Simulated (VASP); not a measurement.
Write the native input for VASP 6.6.1 that does the following.

```
Task                   : single point
Functional             : PBE
Potentials or basis    : VASP PAW PBE potentials, release 64 (Zn, Au)
Cutoff                 : 520 eV
k mesh                 : 14 × 14 × 14
Occupations            : gaussian, width 0.1 eV
Spin                   : no spin polarisation
Dipole correction      : no
Further INCAR settings : ALGO = Normal; EDIFF = 1e-06; NBANDS = 18
```

The structure of ZnAu lies in POSCAR:

```
ZnAu
1.0
    3.2739814500      0.0000000000      0.0000000000
    0.0000000000      3.2739814500      0.0000000000
    0.0000000000      0.0000000000      3.2739814500
Zn Au
1 1
Direct
    0.5000000000      0.5000000000      0.5000000000
    0.0000000000      0.0000000000      0.0000000000
```

This cell differs from its parent crystal: strained.

One way to write it, as run:

INCAR

```
SYSTEM = ZnAu
ALGO = Normal ; EDIFF = 1E-6
ENCUT = 520 ; GGA = PE
ISIF = 2 ; ISMEAR = 0
LASPH = .TRUE. ; LCHARG = .FALSE.
LREAL = .FALSE. ; LWAVE = .FALSE.
NBANDS = 18 ; NELM = 80
PREC = Accurate ; SIGMA = 0.1
```

KPOINTS

```
k-points
0
G
  14 14 14
  0 0 0
```

Potentials or basis: VASP PAW PBE potentials, release 64 (Zn, Au).

Command:

```bash
$ cat potpaw_PBE.64/Zn/POTCAR potpaw_PBE.64/Au/POTCAR > POTCAR
$ mpirun -np 1 vasp_std > vasp.out
```

Results of the run:

- Pressure: -7.4 GPa
- Band gap on the k mesh: zero (an odd number of electrons rules out a gap without spin polarisation)

Caveat: the cell differs from its parent crystal (strained); the cell stands under tension; spin-orbit coupling is left out, which moves the levels of the heavy elements.

Run time: 16 s on 1 thread of Intel(R) Xeon(R) 6975P-C (Granite Rapids), on a shared host, peak memory 0.2 GiB.
